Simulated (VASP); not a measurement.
Input of a VASP 6.6.1 run:

The input INCAR:

```
SYSTEM = Rb
ALGO     = Normal         ! electronic algorithm
EDIFF    = 1E-7           ! SCF threshold, eV
ENCUT    = 520            ! plane-wave cutoff, eV
GGA      = PE             ! functional
ISIF     = 2              ! what is computed and relaxed
ISMEAR   = 0              ! smearing method
LASPH    = .True.         ! aspherical terms in the spheres
LCHARG   = .False.        ! write CHGCAR
LREAL    = .False.        ! projectors in reciprocal space
LWAVE    = .False.        ! write WAVECAR
NBANDS   = 10             ! bands
NELM     = 80             ! most SCF steps
PREC     = Accurate       ! precision mode
SIGMA    = 0.3            ! smearing width, eV
```

File KPOINTS:

```
k-points
0
Gamma
  8 8 8
  0 0 0
```

Contents of POSCAR:

```
Rb
1.0
   -2.8359049291      2.8359049291      2.8359049291
    2.8359049291     -2.8359049291      2.8359049291
    2.8359049291      2.8359049291     -2.8359049291
Rb
1
Direct
    0.0000000000      0.0000000000      0.0000000000
```

Potentials or basis: VASP PAW PBE potentials, release 64 (Rb_sv).

Command:

```sh
$ cat potpaw_PBE.64/Rb_sv/POTCAR > POTCAR
$ mpirun -np 1 vasp_std > vasp.out
```

Question: What does it give for the pressure?

Answer: 0.0 GPa.
